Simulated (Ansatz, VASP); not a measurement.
## Two plane-wave programs on CuSn3

The input INCAR:

```
ALGO = Fast
EDIFF = 1E-7
ENCUT = 520
GGA = PS
ISIF = 2
ISMEAR = -1
LASPH = T
LCHARG = F
LREAL = F
LWAVE = F
NBANDS = 34
NELM = 60
PREC = Accurate
SIGMA = 0.05
```

Contents of KPOINTS:

```
k-points
0
Gamma
  7 7 7
```

POSCAR

```
CuSn3
1.0
   -2.2399030000      2.2399030000      4.7732899200
    2.2399030000     -2.2399030000      4.7732899200
    2.2399030000      2.2399030000     -4.7732899200
Sn Cu
3 1
Direct
    0.5000000000      0.5000000000      0.0000000000
    0.2500000000      0.7500000000      0.5000000000
    0.7500000000      0.2500000000      0.5000000000
    0.0000000000      0.0000000000      0.0000000000
```

Contents of input.yaml:

```yaml
crystal:
  lattice:
    - [-2.239903, 2.239903, 4.77328992]
    - [2.239903, -2.239903, 4.77328992]
    - [2.239903, 2.239903, -4.77328992]
  atoms:
    - { symbol: Sn, position: [0.5, 0.5, 0.0] }
    - { symbol: Sn, position: [0.25, 0.75, 0.5] }
    - { symbol: Sn, position: [0.75, 0.25, 0.5] }
    - { symbol: Cu, position: [0.0, 0.0, 0.0] }
hamiltonian:
  xc: pbesol
  pseudopotentials: { kind: paw }
kpoints:
  mp_grid: { grid: [7, 7, 7] }
  band_path:
    path:
      - [[0.0, 0.0, 0.0], [0.0, 0.0, 0.5], [-0.1101013897, 0.1101013897, 0.5], [-0.3050506948, 0.3050506948, 0.3050506948], [0.0, 0.0, 0.0], [0.5, 0.5, -0.5], [0.3050506948, 0.6949493052, -0.3050506948], [0.0, 0.5, 0.0], [0.25, 0.25, 0.25], [0.5, 0.5, -0.1101013897], [0.5, 0.5, -0.5]]
      - [[0.0, 0.0, 0.5], [0.25, 0.25, 0.25]]
    npoints: 14
scf:
  occupations: { method: fermi_dirac, width: 0.05 }
  n_extra_bands: 10
output:
  forces: true
  stress: true
  eigenvalues: true
  fatbands: false
```

Alike in both runs: functional PBEsol; k mesh 7 × 7 × 7; occupations fermi-dirac, width 0.05 eV; no spin polarisation.

|  | VASP | Ansatz |
| --- | --- | --- |
| version | VASP 6.6.1 | Ansatz 0.2.0 |
| potentials or method | VASP PAW PBE potentials, release 64 (Sn_d, Cu) | Ansatz PAW |
| plane-wave cutoff (eV) | 520 | 420 |
| valence electrons in the cell | 53 | 61 |
| task | single point | band structure |

|  | VASP | Ansatz | Ansatz less VASP |
| --- | --- | --- | --- |
| gap on the k mesh at the Fermi level (eV) | none | none | - |
| pressure (GPa) | -2.9 | -2.9 | +0.02 |
| traceless stress, the component that is largest in VASP (GPa) | -0.41 | -0.41 | -0.006 |

VASP's potentials were made for PBE, not for PBEsol. A gap of «none» marks a metal or a gap that the smearing closes. VASP's potentials hold 53 valence electrons a cell and Ansatz's 61, so a difference there can come from the potentials and not from the codes.
